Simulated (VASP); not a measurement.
Os, 2 atoms in the cell. Symmetry: P6_3/mmc, No. 194, hexagonal system. The conventional cell has a = 2.718 Å, b = 2.718 Å, c = 4.284 Å, α = 90.00°, β = 90.00°, γ = 120.00°. Within 3.5 Å of Os (site symmetry -6m2) lie 12 Os at 2.66 to 2.72 Å. 

- Program: VASP 6.6.1
- Task: single point
- Functional: LDA
- Potentials or basis: VASP PAW LDA potentials, release 64 (Os_sv_GW)
- Cutoff: 500 eV
- k mesh: 13 × 13 × 8
- Occupations: fermi-dirac, width 0.1 eV
- Spin: no spin polarisation
- Dipole correction: no
- Second run: valence_matched
- Further INCAR settings: ALGO = Normal; EDIFF = 1e-06; NBANDS = 23

Potentials or basis: VASP PAW LDA potentials, release 64 (Os_sv_GW).

Run with:

```bash
$ cat potpaw_LDA.64/Os_sv_GW/POTCAR > POTCAR
$ mpirun -np 1 vasp_std > vasp.out
```

Hardware: 1 thread of Intel(R) Xeon(R) Platinum 8375C CPU @ 2.90GHz (Ice Lake), with other jobs on the host.

Problem. Estimate the wall time of this run.

Solution. Run time: 28 s on 1 thread of Intel(R) Xeon(R) Platinum 8375C CPU @ 2.90GHz (Ice Lake), with other jobs on the host, peak memory 0.16 GiB. Counts: scf iterations 12, k points 105.
